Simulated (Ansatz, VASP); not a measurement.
## Two plane-wave programs on TiW3

```
CELL_PARAMETERS angstrom
4.54869 0.00000 0.00000
-2.27435 3.93928 0.00000
0.00000 0.00000 4.58689
ATOMIC_POSITIONS crystal
Ti 0.00000 0.00000 0.50000
W 0.33333 0.66667 0.50000
W 0.66667 0.33333 0.50000
W 0.00000 0.00000 0.00000
```

Alike in both runs: functional PBE; k mesh 6 × 6 × 4; occupations gaussian, width 0.1 eV; no spin polarisation.

Ansatz relaxed the structure, and its values are those at the end. VASP's run is a single point on that final structure, the one shown.

|  | VASP | Ansatz |
| --- | --- | --- |
| version | VASP 6.6.1 | Ansatz 0.2.0 |
| potentials or method | VASP PAW PBE potentials, release 64 (Ti_sv, W_sv), cutoff 520 eV | scalar-relativistic, plane waves, PAW |
| valence electrons in the cell | 54 | 54 |

Ansatz gave:

| Item | Value |
| --- | --- |
| gap on the k mesh at the Fermi level (eV) | none |
| pressure (GPa) | 0.2 |

Q: Which values does VASP return?

A: gap on the k mesh at the Fermi level (eV): none; pressure (GPa): 0.4.

A gap of «none» marks a metal or a gap that the smearing closes. The functional is the same, so the differences come from potentials, cutoffs and numerics.

Neither program's run includes spin-orbit coupling.
